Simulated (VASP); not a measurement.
# MgTe (P6_3mc) in VASP: single point with HSE06

Aim: the single point of MgTe with HSE06.

All numbers are computed with VASP 6.6.1; they aren't measurements. Logs are shortened: lines on timing, memory, paths and dates and some standing lists are left out, and cuts for length are marked.

**1. The cell of the first run**

It takes space group P6_3mc (No. 186, hexagonal). The conventional cell has a = 4.440 Å, b = 4.440 Å, c = 7.636 Å, α = 90.00°, β = 90.00°, γ = 120.00°. Within 3.6 Å of Mg (site symmetry 3m) lie 4 Te at 2.76 to 2.79 Å. Within 3.6 Å of Te (site symmetry 3m) lie 4 Mg at 2.76 to 2.79 Å.

**2. Single point, HSE06 (epitaxial xy strain -3.0%)**

POSCAR reads:

```
MgTe
1.0
    4.4403065806      0.0000000000      0.0000000000
   -2.2201532903      3.8454182994      0.0000000000
    0.0000000000      0.0000000000      7.6362973694
Mg Te
2 2
Direct
    0.3333333333      0.6666666667      0.0046940948
    0.6666666667      0.3333333333      0.5046940948
    0.3333333333      0.6666666667      0.3703059052
    0.6666666667      0.3333333333      0.8703059052
```

INCAR.step1 reads:

```
SYSTEM = MgTe
PREC = Accurate ; ENCUT = 520
EDIFF = 1E-5 ; ISMEAR = 0
SIGMA = 0.01 ; LREAL = .FALSE.
LASPH = .TRUE. ; NELM = 120
ALGO = Normal ; ISIF = 2
LWAVE = .TRUE. ; LCHARG = .FALSE.
NBANDS = 16 ; GGA = PE
GGA_COMPAT = .FALSE.
```

INCAR.step2 reads:

```
SYSTEM = MgTe
PREC = Accurate ; ENCUT = 520
EDIFF = 1E-6 ; ISMEAR = 0
SIGMA = 0.01 ; LREAL = .FALSE.
LASPH = .TRUE. ; NELM = 120
ALGO = Normal ; ISIF = 2
LWAVE = .FALSE. ; LCHARG = .FALSE.
GGA = PE ; LHFCALC = .TRUE.
HFSCREEN = 0.2079 ; PRECFOCK = Normal
NBANDS = 16 ; ISTART = 1
GGA_COMPAT = .FALSE.
```

KPOINTS reads:

```
Automatic mesh
0
G
  6 6 2
  0 0 0
```

Potentials or basis: VASP PAW PBE potentials, release 64 (Mg, Te).

Command:

```console
$ cat potpaw_PBE.64/Mg/POTCAR potpaw_PBE.64/Te/POTCAR > POTCAR
$ cp INCAR.step1 INCAR
$ mpirun -np 1 vasp_std > vasp.out
$ cp INCAR.step2 INCAR
$ mpirun -np 1 vasp_std > vasp.out
```

OUTCAR:

```text
SYSTEM = MgTe
   PREC = Accurate
   ENCUT = 520
   EDIFF = 1E-6
   ISMEAR = 0
   LREAL = .FALSE.
   LASPH = .TRUE.
   NELM = 120
   ISIF = 2
   GGA = PE
   LHFCALC = .TRUE.
   HFSCREEN = 0.2079
   PRECFOCK = Normal
   ISTART = 1

 ion  position               nearest neighbor table
   1  0.333  0.667  0.005-   4 2.76   4 2.76   4 2.76   3 2.79
   2  0.667  0.333  0.505-   3 2.76   3 2.76   3 2.76   4 2.79
   3  0.333  0.667  0.370-   2 2.76   2 2.76   2 2.76   1 2.79
   4  0.667  0.333  0.870-   1 2.76   1 2.76   1 2.76   2 2.79

  LATTYP: Found a hexagonal cell.
 ALAT       =     4.4403065806
 C/A-ratio  =     1.7197680455

  Lattice vectors:

 A1 = (   4.4403065806,   0.0000000000,   0.0000000000)
 A2 = (  -2.2201532903,   3.8454182994,   0.0000000000)
 A3 = (   0.0000000000,   0.0000000000,   7.6362973694)

Analysis of symmetry for initial positions (statically):
=====================================================================
 Subroutine PRICEL returns:
 Original cell was already a primitive cell.

 Routine SETGRP: Setting up the symmetry group for a
 hexagonal supercell.

 Subroutine GETGRP returns: Found 12 space group operations
 (whereof  6 operations were pure point group operations)
 out of a pool of 24 trial point group operations.

The static configuration has the point symmetry C_3v.
 The point group associated with its full space group is C_6v.

Analysis of symmetry for dynamics (positions and initial velocities):
=====================================================================
 Subroutine PRICEL returns:
 Original cell was already a primitive cell.

 Routine SETGRP: Setting up the symmetry group for a
 hexagonal supercell.

 Subroutine GETGRP returns: Found 12 space group operations
 (whereof  6 operations were pure point group operations)
 out of a pool of 24 trial point group operations.

The dynamic configuration has the point symmetry C_3v.
 The point group associated with its full space group is C_6v.

 Subroutine INISYM returns: Found 12 space group operations
 (whereof  6 operations are pure point group operations),
 and found     1 'primitive' translations

----------------------------------------------------------------------------------------

                                     Primitive cell

[... 91 lines left out ...]
   POTIM  = 0.5000    time-step for ionic-motion
   TEBEG  =    0.0;   TEEND  =   0.0 temperature during run
   PSTRESS=    0.0 pullay stress
   NELECT =      16.0000    total number of electrons
   NUPDOWN=      -1.0000    fix difference up-down
   EMIN   =  10.00;   EMAX   =-10.00  energy-range for DOS
   EFERMI =   0.00;   METHOD = LEGACY
   ISMEAR =     0;   SIGMA  =   0.01  broadening in eV -4-tet -1-fermi 0-gaus
   EFERMI_NEDOS =   21; number of points for ismear=-14 and -15
   IALGO  =     38    algorithm
   IMIX   =      1    mixing-type and parameters
     AMIX     =   0.40;   BMIX     =  1.00
     AMIX_MAG =   1.60;   BMIX_MAG =  1.00
  volume/ion in A,a.u.               =      32.60       219.98
  Fermi-wavevector in a.u.,A,eV,Ry     =   0.813520  1.537330  9.004542  0.661815
  Thomas-Fermi vector in A             =   1.923260
   LORBIT       =      0    0 simple, 1 ext, 2 COOP (PROOUT), +10 PAW based schemes
   GGA     = PE    functional components
   LHFCALC =     T    Hartree Fock is set to
   PRECFOCK=normal    Normal, Fast or Accurate (Low or Medium for compatibility)
   ENCUT4O =  -1.0   cutoff for four orbital integrals eV
   NKREDX  =     1    reduce k-point grid by
   NKREDY  =     1    reduce k-point grid by
   NKREDZ  =     1    reduce k-point grid by
   AEXX    =    0.2500 exact exchange contribution
   HFSCREEN=    0.2079 screening length (either q_TF or 0.3 A-1)
   HFSCREENC=   0.2079 screening length for correlation (either q_TF or 0.3 A-1)
   ENCUTFOCK=  -1.0 apply spherical cutoff to Coloumb kernel
   IVDW    =     0    specifies the selected vdW correction
   LEPSILON=     F    determine dielectric tensor
   LRPA    =     F    only Hartree local field effects (RPA)
 non-spin polarized calculation
 Gauss-broadening in eV      SIGMA  =   0.01
  energy-cutoff  :      520.00
  volume of cell :      130.39
 maximum number of plane-waves:      3534
 NGX is ok and might be reduce to    36
  NGX = 28; NGY = 28; NGZ = 48

 number of electron      15.9999998 magnetization

 Free energy of the ion-electron system (eV)
  ---------------------------------------------------
  ext. energy  EPLUGINS =         0.00000000
  ---------------------------------------------------
  free energy    TOTEN  =       -15.07554834 eV

  energy without entropy =      -15.07554834  energy(sigma->0) =      -15.07554834

 E-fermi :   1.8302     XC(G=0):  -6.7024

 val. band max:        1.7221640259   @ k =   0.0000   0.0000   0.0000
 cond. band min:       4.8842570838   @ k =   0.0000   0.0000   0.0000
 fundamental gap:      3.1620930578
 Fermi energy:         1.8301949033

 k-point     1 :       0.0000    0.0000    0.0000
  band No.  band energies     occupation
      1      -9.6745      2.00000
      2      -9.0290      2.00000
      3      -2.1561      2.00000
      4       1.2654      2.00000
      5       1.2654      2.00000
      6       1.3350      2.00000
[... 243 lines left out ...]
      3      -1.6348      2.00000
      4      -1.6348      2.00000
      5      -0.5854      2.00000
      6      -0.5854      2.00000
[... 8 lines left out ...]
     15      10.1552      0.00000
     16      10.1552      0.00000

------------------------ aborting loop because EDIFF is reached ----------------------------------------

  FORCE on cell =-STRESS in cart. coord.  units (eV):
  Direction    XX          YY          ZZ          XY          YZ          ZX
  --------------------------------------------------------------------------------------
  -------------------------------------------------------------------------------------
  Total        1.5054161      1.5054161     -0.2067358      0.0000000      0.0000000      0.0000000
  in kB       18.4981276     18.4981276     -2.5403114      0.0000000      0.0000000      0.0000000
  external PRESSURE =      11.4853146 kB  Pullay stress =       0.0000000 kB

 VOLUME and BASIS-vectors are now :
 -----------------------------------------------------------------------------
  energy-cutoff  :      520.00
  volume of cell :      130.39
      direct lattice vectors                 reciprocal lattice vectors
     4.440306581  0.000000000  0.000000000     0.225209675  0.130024866  0.000000000
    -2.220153290  3.845418299  0.000000000     0.000000000  0.260049732  0.000000000
     0.000000000  0.000000000  7.636297369     0.000000000  0.000000000  0.130953517

 POSITION                                       TOTAL-FORCE (eV/Angst)
 -----------------------------------------------------------------------------------
     -0.00000      2.56361      0.03585         0.000000     -0.000000     -0.007695
      2.22015      1.28181      3.85399         0.000000     -0.000000     -0.007695
     -0.00000      2.56361      2.82777        -0.000000      0.000000      0.007695
      2.22015      1.28181      6.64591         0.000000     -0.000000      0.007695
 -----------------------------------------------------------------------------------
    total drift:                               -0.000000     -0.000000     -0.000272

  FREE ENERGIE OF THE ION-ELECTRON SYSTEM (eV)
  ---------------------------------------------------
  free  energy   TOTEN  =       -15.0755483352 eV

  energy  without entropy=      -15.0755483352  energy(sigma->0) =      -15.07554834
```

OSZICAR.step1:

```text
N       E                     dE             d eps       ncg     rms          rms(c)
DAV:   1     0.554193552083E+02    0.55419E+02   -0.52995E+03   448   0.765E+02
DAV:   2    -0.828053156870E+01   -0.63700E+02   -0.58732E+02   664   0.117E+02
DAV:   3    -0.130264210133E+02   -0.47459E+01   -0.47228E+01   592   0.330E+01
DAV:   4    -0.131143857790E+02   -0.87965E-01   -0.87960E-01   616   0.543E+00
DAV:   5    -0.131153028110E+02   -0.91703E-03   -0.91703E-03   592   0.543E-01    0.413E+00
DAV:   6    -0.127784130241E+02    0.33689E+00   -0.38923E-01   496   0.257E+00    0.278E+00
DAV:   7    -0.127295687938E+02    0.48844E-01   -0.31417E-01   568   0.232E+00    0.127E+00
DAV:   8    -0.127344317027E+02   -0.48629E-02   -0.18940E-02   456   0.679E-01    0.247E-01
DAV:   9    -0.127342766107E+02    0.15509E-03   -0.63362E-04   504   0.151E-01    0.124E-01
DAV:  10    -0.127345920310E+02   -0.31542E-03   -0.29858E-04   472   0.838E-02    0.385E-02
DAV:  11    -0.127346291903E+02   -0.37159E-04   -0.60045E-05   560   0.374E-02    0.155E-02
DAV:  12    -0.127346341451E+02   -0.49548E-05   -0.10569E-05   440   0.160E-02
   1 F= -.12734634E+02 E0= -.12734634E+02  d E =-.827824E-17
```

Wall time 22 min (1 thread of Intel Xeon Platinum 8488C (Sapphire Rapids), shared host); peak memory 0.39 GiB.

Results:

```
Free energy            : -15.0755 eV
Pressure               : 1.1 GPa
Largest force          : 0.008 eV/Å
Band gap on the k mesh : 3.16 eV
```

Forces on the atoms (eV/Å):
```
Mg   0.000  0.000 -0.008
Mg   0.000  0.000 -0.008
Te   0.000  0.000  0.008
Te   0.000  0.000  0.008
```

Levels at points of the mesh, in eV from the valence-band top:
| k point | band 5 | band 6 | band 7 | band 8 | band 9 | band 10 | band 11 | band 12 |
| --- | --- | --- | --- | --- | --- | --- | --- | --- |
| (0.00, 0.00, 0.00) | -0.46 | -0.39 | 0.00 | 0.00 | 3.16 | 4.08 | 6.15 | 6.32 |
| (0.50, 0.00, 0.00) | -2.36 | -1.34 | -1.30 | -0.58 | 3.99 | 4.52 | 4.76 | 6.34 |
| (0.00, 0.00, 0.50) | -0.24 | -0.24 | -0.24 | -0.24 | 4.47 | 4.47 | 6.58 | 6.58 |
| (0.50, 0.00, 0.50) | -1.29 | -1.29 | -1.00 | -1.00 | 3.77 | 3.77 | 4.96 | 4.96 |

Caveat: the cell differs from its parent crystal (epitaxial xy strain -3.0%); the PAW data sets were made with another functional, which shifts forces and pressure a little; spin-orbit coupling is left out, which moves the levels of the heavy elements.
